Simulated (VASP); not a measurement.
# SnSe (I4/mmm) in VASP: further runs, part 2 of 4

VASP 6.6.1. Earlier steps stand in the parts before.

## 3. Single point, LDA (strain -0.025 along x and y, -0.050 along z)

INCAR reads:

```
SYSTEM = SnSe
ALGO = Normal ; EDIFF = 1E-7
ENCUT = 520 ; GGA = CA
ISIF = 2 ; ISMEAR = 0
LASPH = .True. ; LCHARG = .False.
LREAL = .False. ; LWAVE = .False.
NBANDS = 17 ; NELM = 60
PREC = Accurate ; SIGMA = 0.05
```

KPOINTS reads:

```
k-points
0
Gamma
  8 8 8
  0 0 0
```

POSCAR reads:

```
SnSe
1.0
    0.0000000000      2.9347500000      2.8595000000
    2.9347500000      0.0000000000      2.8595000000
    2.9347500000      2.9347500000      0.0000000000
Sn Se
1 1
Direct
    0.0000000000      0.0000000000      0.0000000000
    0.5000000000      0.5000000000      0.5000000000
```

Potentials or basis: VASP PAW LDA potentials, release 64 (Sn_d, Se).

Run with:

```bash
$ cat potpaw_LDA.64/Sn_d/POTCAR potpaw_LDA.64/Se/POTCAR > POTCAR
$ mpirun -np 1 vasp_std > vasp.out
```

OUTCAR:

```text
SYSTEM = SnSe
   EDIFF = 1E-7
   ENCUT = 520
   GGA = CA
   ISIF = 2
   ISMEAR = 0
   LASPH = .True.
   LREAL = .False.
   NELM = 60
   PREC = Accurate

 ion  position               nearest neighbor table
   1  0.000  0.000  0.000-   2 2.86   2 2.86   2 2.93   2 2.93   2 2.93   2 2.93
   2  0.500  0.500  0.500-   1 2.86   1 2.86   1 2.93   1 2.93   1 2.93   1 2.93

  LATTYP: Found a body centered tetragonal cell.
 ALAT       =     4.1503632522
 C/A-ratio  =     1.3779516762

  Lattice vectors:

 A1 = (   0.0000000000,  -2.9347500000,  -2.8595000000)
 A2 = (   0.0000000000,   2.9347500000,  -2.8595000000)
 A3 = (   2.9347500000,   0.0000000000,   2.8595000000)

Analysis of symmetry for initial positions (statically):
=====================================================================
 Subroutine PRICEL returns:
 Original cell was already a primitive cell.

 Routine SETGRP: Setting up the symmetry group for a
 body centered tetragonal supercell.

 Subroutine GETGRP returns: Found 16 space group operations
 (whereof 16 operations were pure point group operations)
 out of a pool of 16 trial point group operations.

The static configuration has the point symmetry D_4h.

Analysis of symmetry for dynamics (positions and initial velocities):
=====================================================================
 Subroutine PRICEL returns:
 Original cell was already a primitive cell.

 Routine SETGRP: Setting up the symmetry group for a
 body centered tetragonal supercell.

 Subroutine GETGRP returns: Found 16 space group operations
 (whereof 16 operations were pure point group operations)
 out of a pool of 16 trial point group operations.

The dynamic configuration has the point symmetry D_4h.

 Subroutine INISYM returns: Found 16 space group operations
 (whereof 16 operations are pure point group operations),
 and found     1 'primitive' translations

----------------------------------------------------------------------------------------

                                     Primitive cell

  volume of cell :      49.2564

  direct lattice vectors                    reciprocal lattice vectors
     0.000000000  2.934750000  2.859500000    -0.170372263  0.170372263  0.174855744
     2.934750000  0.000000000  2.859500000     0.170372263 -0.170372263  0.174855744
     2.934750000  2.934750000  0.000000000     0.170372263  0.170372263 -0.174855744

  length of vectors
     4.097498970  4.097498970  4.150363252     0.297704463  0.297704463  0.297704463

  position of ions in fractional coordinates (direct lattice)
     0.000000000  0.000000000  0.000000000
     0.500000000  0.500000000  0.500000000

  ion indices of the primitive-cell ions
   primitive index   ion index
                 1           1
                 2           2

----------------------------------------------------------------------------------------

 KPOINTS: k-points

Automatic generation of k-mesh.
 Grid dimensions read from file:
 generate k-points for:    8    8    8

 Generating k-lattice:

  Cartesian coordinates                     Fractional coordinates (reciprocal lattice)
    -0.021296533  0.021296533  0.021856968     0.125000000 -0.000000000  0.000000000
     0.021296533 -0.021296533  0.021856968    -0.000000000  0.125000000  0.000000000
     0.021296533  0.021296533 -0.021856968     0.000000000  0.000000000  0.125000000

  Length of vectors
     0.037213058  0.037213058  0.037213058

  Shift w.r.t. Gamma in fractional coordinates (k-lattice)
     0.000000000  0.000000000  0.000000000

 Subroutine IBZKPT returns following result:
 ===========================================

 Found     59 irreducible k-points:

 Following reciprocal coordinates:
            Coordinates               Weight
  0.000000  0.000000  0.000000      1.000000
  0.125000  0.000000  0.000000      8.000000
  0.250000  0.000000  0.000000      8.000000
  0.375000 -0.000000  0.000000      8.000000
  0.500000  0.000000  0.000000      4.000000
  0.125000  0.125000  0.000000      2.000000
[... 16 lines left out ...]
  0.250000  0.000000  0.125000     16.000000
  0.375000 -0.000000  0.125000     16.000000
 [... further k-points ...]
   k-points           NKPTS =     59   k-points in BZ     NKDIM =     59   number of bands    NBANDS=     17
   number of dos      NEDOS =    301   number of ions     NIONS =      2
   total plane-waves  NPLWV =  28800
   dimension x,y,z NGX =    30 NGY =   30 NGZ =   32
   dimension x,y,z NGXF=    60 NGYF=   60 NGZF=   64
   ions per type =               1   1
   NGX,Y,Z   is equivalent  to a cutoff of  12.17, 12.17, 12.82 a.u.
   NGXF,Y,Z  is equivalent  to a cutoff of  24.34, 24.34, 25.64 a.u.
 SYSTEM =  SnSe
   PREC   = accura    normal or accurate (medium, high low for compatibility)
   ISTART =      0    job   : 0-new  1-cont  2-samecut
   ICHARG =      2    charge: 1-file 2-atom 10-const
   ISPIN  =      1    spin polarized calculation?
   LNONCOLLINEAR =      F non collinear calculations
   LSORBIT =      F    spin-orbit coupling
   LASPH  =      T    aspherical Exc in radial PAW
   ENCUT  =  520.0 eV  38.22 Ry    6.18 a.u.   7.62  7.62  7.72*2*pi/ulx,y,z
   NELM   =     60;   NELMIN=  2; NELMDL= -5     # of ELM steps
   EDIFF  = 0.1E-06   stopping-criterion for ELM
   LREAL  =      F    real-space projection
   EDIFFG = 0.1E-05   stopping-criterion for IOM
   NSW    =      0    number of steps for IOM
   IBRION =     -1    ionic relax: 0-MD 1-quasi-New 2-CG
   NFREE  =      0    steps in history (QN), initial steepest desc. (CG)
   ISIF   =      2    stress and relaxation
   ISYM   =      2    0-nonsym 1-usesym 2-fastsym
   POTIM  = 0.5000    time-step for ionic-motion
   TEBEG  =    0.0;   TEEND  =   0.0 temperature during run
   PSTRESS=    0.0 pullay stress
   NELECT =      20.0000    total number of electrons
   NUPDOWN=      -1.0000    fix difference up-down
   EMIN   =  10.00;   EMAX   =-10.00  energy-range for DOS
   EFERMI =   0.00;   METHOD = LEGACY
   ISMEAR =     0;   SIGMA  =   0.05  broadening in eV -4-tet -1-fermi 0-gaus
   EFERMI_NEDOS =   21; number of points for ismear=-14 and -15
   IALGO  =     38    algorithm
   IMIX   =      4    mixing-type and parameters
     AMIX     =   0.40;   BMIX     =  1.00
     AMIX_MAG =   1.60;   BMIX_MAG =  1.00
  volume/ion in A,a.u.               =      24.63       166.20
  Fermi-wavevector in a.u.,A,eV,Ry     =   1.212265  2.290848 19.994921  1.469585
  Thomas-Fermi vector in A             =   2.347754
   LORBIT       =      0    0 simple, 1 ext, 2 COOP (PROOUT), +10 PAW based schemes
   GGA     = CA    functional components
   LHFCALC =     F    Hartree Fock is set to
   AEXX    =    0.0000 exact exchange contribution
   IVDW    =     0    specifies the selected vdW correction
   LEPSILON=     F    determine dielectric tensor
   LRPA    =     F    only Hartree local field effects (RPA)
 non-spin polarized calculation
 Gauss-broadening in eV      SIGMA  =   0.05
  energy-cutoff  :      520.00
  volume of cell :       49.26
 maximum number of plane-waves:      1343
   NGX = 15   NGY = 15   NGZ = 15

 number of electron      19.9999997 magnetization

 Free energy of the ion-electron system (eV)
  ---------------------------------------------------
  ext. energy  EPLUGINS =         0.00000000
  ---------------------------------------------------
  free energy    TOTEN  =        -9.48144808 eV

  energy without entropy =       -9.48144808  energy(sigma->0) =       -9.48144808

 E-fermi :   6.8704     XC(G=0): -10.3402

 val. band max:        6.6174086293   @ k =  -0.2500   0.0000   0.1250
 cond. band min:       7.2885106038   @ k =  -0.3750   0.1250   0.0000
 fundamental gap:      0.6711019745
 Fermi energy:         6.8703892061

 k-point     1 :       0.0000    0.0000    0.0000
  band No.  band energies     occupation
      1     -14.8812      2.00000
      2     -14.8748      2.00000
      3     -14.8730      2.00000
      4     -14.8691      2.00000
      5     -14.8691      2.00000
      6      -7.9818      2.00000
[... 9 lines left out ...]
     16      12.5091      0.00000
     17      14.6099      0.00000
[... 441 lines left out ...]
 k-point    24 :       0.3750   -0.0000    0.1250
  band No.  band energies     occupation
      1     -14.8948      2.00000
      2     -14.8811      2.00000
      3     -14.8680      2.00000
      4     -14.8593      2.00000
      5     -14.8524      2.00000
      6      -7.0947      2.00000
[... 9 lines left out ...]
     16      16.0023      0.00000
     17      18.3903      0.00000

 [... further k-points ...]

------------------------ aborting loop because EDIFF is reached ----------------------------------------

  FORCE on cell =-STRESS in cart. coord.  units (eV):
  Direction    XX          YY          ZZ          XY          YZ          ZX
  --------------------------------------------------------------------------------------
  -------------------------------------------------------------------------------------
  Total        0.3629497      0.3629497      1.7826294      0.0000000      0.0000000     -0.0000000
  in kB       11.8057817     11.8057817     57.9841555      0.0000000      0.0000000     -0.0000000
  external PRESSURE =      27.1985730 kB  Pullay stress =       0.0000000 kB

 VOLUME and BASIS-vectors are now :
 -----------------------------------------------------------------------------
  energy-cutoff  :      520.00
  volume of cell :       49.26
      direct lattice vectors                 reciprocal lattice vectors
     0.000000000  2.934750000  2.859500000    -0.170372263  0.170372263  0.174855744
     2.934750000  0.000000000  2.859500000     0.170372263 -0.170372263  0.174855744
     2.934750000  2.934750000  0.000000000     0.170372263  0.170372263 -0.174855744

 POSITION                                       TOTAL-FORCE (eV/Angst)
 -----------------------------------------------------------------------------------
      0.00000      0.00000      0.00000         0.000000     -0.000000      0.000000
      2.93475      2.93475      2.85950         0.000000      0.000000      0.000000
 -----------------------------------------------------------------------------------
    total drift:                               -0.000000      0.000000      0.000000

  FREE ENERGIE OF THE ION-ELECTRON SYSTEM (eV)
  ---------------------------------------------------
  free  energy   TOTEN  =        -9.4814480811 eV

  energy  without entropy=       -9.4814480811  energy(sigma->0) =       -9.48144808
```

Wall time 30 s (1 thread of Intel Xeon Platinum 8559C (Emerald Rapids), shared host); peak memory 0.18 GiB.

What came out:

| Item | Value |
| --- | --- |
| Free energy | -9.4814 eV |
| Pressure | 2.7 GPa |
| Band gap on the k mesh | 0.67 eV, indirect (least direct gap 0.84 eV) |

Caveat: the cell differs from its parent crystal (strain -0.025 along x and y, -0.050 along z); spin-orbit coupling is left out, which moves the levels of the heavy elements.

[end of part 2 of 4]
